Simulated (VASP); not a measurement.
# Rh in VASP: a series of runs

Rh is run at these levels: PBE; tasks: single point, relaxation of the atoms.

Everything below comes from runs of VASP 6.6.1. Logs are shortened: lines on timing, memory, paths and dates and some standing lists are left out, and cuts for length are marked.

**1. The cell of the first run**

The typed cell holds 2 atoms: a = 2.731 Å, b = 2.731 Å, c = 4.428 Å, α = 90.00°, β = 90.00°, γ = 120.00°.

This isn't the form of Rh at room conditions, which is fcc.

**2. Single point, PBE**

INCAR

```
PREC = Accurate ; ENCUT = 500
EDIFF = 1E-6 ; ISMEAR = 1
SIGMA = 0.1 ; LREAL = False
LASPH = True ; NELM = 120
ALGO = Normal ; ISIF = 2
LWAVE = False ; LCHARG = True
GGA = PE ; LELF = True
LVHAR = True ; NBANDS = 22
GGA_COMPAT = False
```

KPOINTS

```
regular mesh
0
Gamma
  7 7 4
```

POSCAR

```
Rh
1.0
    2.7309811217      0.0000000000      0.0000000000
   -1.3654905608      2.3650990286      0.0000000000
    0.0000000000      0.0000000000      4.4284900000
Rh
2
Direct
    0.6682743646      0.3329285820      0.7516695013
    0.3349897804      0.6662821121      0.2516441631
```

Potentials or basis: VASP PAW PBE potentials, release 64 (Rh_pv).

Command:

```sh
> cat potpaw_PBE.64/Rh_pv/POTCAR > POTCAR
> mpirun -np 1 vasp_std > vasp.out
```

OUTCAR:

```text
PREC = Accurate
   ENCUT = 500
   EDIFF = 1E-6
   ISMEAR = 1
   LREAL = False
   LASPH = True
   NELM = 120
   ISIF = 2
   GGA = PE

 ion  position               nearest neighbor table
   1  0.668  0.333  0.752-   2 2.72   2 2.72   2 2.72   2 2.72   2 2.72   2 2.72
   2  0.335  0.666  0.252-   1 2.72   1 2.72   1 2.72   1 2.72   1 2.72   1 2.72

  LATTYP: Found a hexagonal cell.
 ALAT       =     2.7309811217
 C/A-ratio  =     1.6215747391

  Lattice vectors:

 A1 = (   2.7309811217,   0.0000000000,   0.0000000000)
 A2 = (  -1.3654905608,   2.3650990286,   0.0000000000)
 A3 = (   0.0000000000,   0.0000000000,   4.4284900000)

Analysis of symmetry for initial positions (statically):
=====================================================================
 Subroutine PRICEL returns:
 Original cell was already a primitive cell.

 Routine SETGRP: Setting up the symmetry group for a
 hexagonal supercell.

 Subroutine GETGRP returns: Found  4 space group operations
 (whereof  1 operations were pure point group operations)
 out of a pool of 24 trial point group operations.

The static configuration has the point symmetry C_1 .
 The point group associated with its full space group is C_2h.

Analysis of symmetry for dynamics (positions and initial velocities):
=====================================================================
 Subroutine PRICEL returns:
 Original cell was already a primitive cell.

 Routine SETGRP: Setting up the symmetry group for a
 hexagonal supercell.

 Subroutine GETGRP returns: Found  4 space group operations
 (whereof  1 operations were pure point group operations)
 out of a pool of 24 trial point group operations.

The dynamic configuration has the point symmetry C_1 .
 The point group associated with its full space group is C_2h.

 Subroutine INISYM returns: Found  4 space group operations
 (whereof  1 operations are pure point group operations),
 and found     1 'primitive' translations

----------------------------------------------------------------------------------------

                                     Primitive cell

  volume of cell :      28.6038

  direct lattice vectors                    reciprocal lattice vectors
     2.730981122  0.000000000  0.000000000     0.366168771  0.211407638  0.000000000
[... 80 lines left out ...]
   ISPIN  =      1    spin polarized calculation?
   LNONCOLLINEAR =      F non collinear calculations
   LSORBIT =      F    spin-orbit coupling
   LASPH  =      T    aspherical Exc in radial PAW
   ENCUT  =  500.0 eV  36.75 Ry    6.06 a.u.   4.98  4.98  8.07*2*pi/ulx,y,z
   NELM   =    120;   NELMIN=  2; NELMDL= -5     # of ELM steps
   EDIFF  = 0.1E-05   stopping-criterion for ELM
   LREAL  =      F    real-space projection
   EDIFFG = 0.1E-04   stopping-criterion for IOM
   NSW    =      0    number of steps for IOM
   IBRION =     -1    ionic relax: 0-MD 1-quasi-New 2-CG
   NFREE  =      0    steps in history (QN), initial steepest desc. (CG)
   ISIF   =      2    stress and relaxation
   ISYM   =      2    0-nonsym 1-usesym 2-fastsym
   POTIM  = 0.5000    time-step for ionic-motion
   TEBEG  =    0.0;   TEEND  =   0.0 temperature during run
   PSTRESS=    0.0 pullay stress
   NELECT =      30.0000    total number of electrons
   NUPDOWN=      -1.0000    fix difference up-down
   EMIN   =  10.00;   EMAX   =-10.00  energy-range for DOS
   EFERMI =   0.00;   METHOD = LEGACY
   ISMEAR =     1;   SIGMA  =   0.10  broadening in eV -4-tet -1-fermi 0-gaus
   EFERMI_NEDOS =   21; number of points for ismear=-14 and -15
   IALGO  =     38    algorithm
   IMIX   =      4    mixing-type and parameters
     AMIX     =   0.40;   BMIX     =  1.00
     AMIX_MAG =   1.60;   BMIX_MAG =  1.00
  volume/ion in A,a.u.               =      14.30        96.51
  Fermi-wavevector in a.u.,A,eV,Ry     =   1.663313  3.143206 37.642022  2.766611
  Thomas-Fermi vector in A             =   2.750052
   LORBIT       =      0    0 simple, 1 ext, 2 COOP (PROOUT), +10 PAW based schemes
   GGA     = PE    functional components
   LHFCALC =     F    Hartree Fock is set to
   AEXX    =    0.0000 exact exchange contribution
   IVDW    =     0    specifies the selected vdW correction
   LEPSILON=     F    determine dielectric tensor
   LRPA    =     F    only Hartree local field effects (RPA)
 non-spin polarized calculation
 Methfessel and Paxton  Order N= 1 SIGMA  =   0.10
  energy-cutoff  :      500.00
  volume of cell :       28.60
 maximum number of plane-waves:       756
   NGX =  9   NGY =  9   NGZ = 17

 number of electron      30.0000009 magnetization

 Free energy of the ion-electron system (eV)
  ---------------------------------------------------
  ext. energy  EPLUGINS =         0.00000000
  ---------------------------------------------------
  free energy    TOTEN  =       -14.51177927 eV

  energy without entropy =      -14.51178777  energy(sigma->0) =      -14.51178210

 E-fermi :  11.3450     XC(G=0): -13.7787

 val. band max:       11.3409552470   @ k =   0.0000   0.0000   0.2500
 cond. band min:      11.4110039058   @ k =  -0.1429   0.1429   0.2500
 fundamental gap:      0.0700486588
 Fermi energy:        11.3450138119

 k-point     1 :       0.0000    0.0000    0.0000
  band No.  band energies     occupation
      1     -35.7294      2.00000
      2     -35.2201      2.00000
      3     -35.2201      2.00000
      4     -35.1276      2.00000
      5     -35.1276      2.00000
      6     -35.0799      2.00000
[... 589 lines left out ...]
     21      27.0080      0.00000
     22      28.0698      0.00000

 [... further k-points ...]

------------------------ aborting loop because EDIFF is reached ----------------------------------------

  FORCE on cell =-STRESS in cart. coord.  units (eV):
  Direction    XX          YY          ZZ          XY          YZ          ZX
  --------------------------------------------------------------------------------------
  -------------------------------------------------------------------------------------
  Total       -0.9514821     -0.9512468     -0.4625341     -0.0002038      0.0000070      0.0000121
  in kB      -53.2951296    -53.2819489    -25.9078077     -0.0114149      0.0003898      0.0006758
  external PRESSURE =     -44.1616287 kB  Pullay stress =       0.0000000 kB

 VOLUME and BASIS-vectors are now :
 -----------------------------------------------------------------------------
  energy-cutoff  :      500.00
  volume of cell :       28.60
      direct lattice vectors                 reciprocal lattice vectors
     2.730981122  0.000000000  0.000000000     0.366168771  0.211407638  0.000000000
    -1.365490561  2.365099029  0.000000000     0.000000000  0.422815277  0.000000000
     0.000000000  0.000000000  4.428490000     0.000000000  0.000000000  0.225810604

 POSITION                                       TOTAL-FORCE (eV/Angst)
 -----------------------------------------------------------------------------------
      1.37043      0.78741      3.32876         0.000415      0.000240     -0.000969
      0.00505      1.57582      1.11440        -0.000415     -0.000240      0.000969
 -----------------------------------------------------------------------------------
    total drift:                               -0.007261      0.009230     -0.005501

  FREE ENERGIE OF THE ION-ELECTRON SYSTEM (eV)
  ---------------------------------------------------
  free  energy   TOTEN  =       -14.5117792667 eV

  energy  without entropy=      -14.5117877679  energy(sigma->0) =      -14.51178210
```

OSZICAR:

```text
N       E                     dE             d eps       ncg     rms          rms(c)
DAV:   1     0.320783606485E+03    0.32078E+03   -0.18599E+04  2646   0.153E+03
DAV:   2    -0.849091727113E+01   -0.32927E+03   -0.31739E+03  2754   0.465E+02
DAV:   3    -0.154625047511E+02   -0.69716E+01   -0.69395E+01  3084   0.765E+01
DAV:   4    -0.155080157088E+02   -0.45511E-01   -0.45507E-01  2978   0.622E+00
DAV:   5    -0.155087337491E+02   -0.71804E-03   -0.71804E-03  3078   0.812E-01    0.130E+01
DAV:   6    -0.145446269638E+02    0.96411E+00   -0.22808E+00  2874   0.161E+01    0.436E+00
DAV:   7    -0.145176299074E+02    0.26997E-01   -0.38259E-02  2988   0.172E+00    0.209E+00
DAV:   8    -0.145120897467E+02    0.55402E-02   -0.69666E-03  2760   0.933E-01    0.305E-01
DAV:   9    -0.145117656587E+02    0.32409E-03   -0.27605E-04  3108   0.193E-01    0.378E-02
DAV:  10    -0.145117801677E+02   -0.14509E-04   -0.97762E-06  2904   0.307E-02    0.737E-03
DAV:  11    -0.145117792667E+02    0.90093E-06   -0.80917E-07  1878   0.870E-03
   1 F= -.14511779E+02 E0= -.14511782E+02  d E =0.850120E-05
```

stdout:

```text
POSCAR found type information on POSCAR Rh
 POSCAR found :  1 types and       2 ions
 scaLAPACK will be used
 LDA part: xc-table for (Slater+PW92), standard interpolation
 POSCAR, INCAR and KPOINTS ok, starting setup
 FFT: planning ... GRIDC
 FFT: planning ... GRID_SOFT
 FFT: planning ... GRID
 WAVECAR not read
 entering main loop
```

Wall time 10 s (1 thread of Intel Xeon 6975P-C (Granite Rapids), shared host); peak memory 0.15 GiB.

Results:

| Property | Result |
| --- | --- |
| Free energy | -14.5118 eV |
| Pressure | -4.4 GPa |
| Band gap on the k mesh | zero (bands 15 and 16 overlap by 1.97 eV) |

Stress tensor (GPa, compression positive):
```
-5.33  0.00  0.00
 0.00 -5.33  0.00
 0.00  0.00 -2.59
```

Caveat: the k points lie up to 0.38 Å⁻¹ apart, too coarse for converged energies and pressures of a metal.

[end of part 1 of 2]
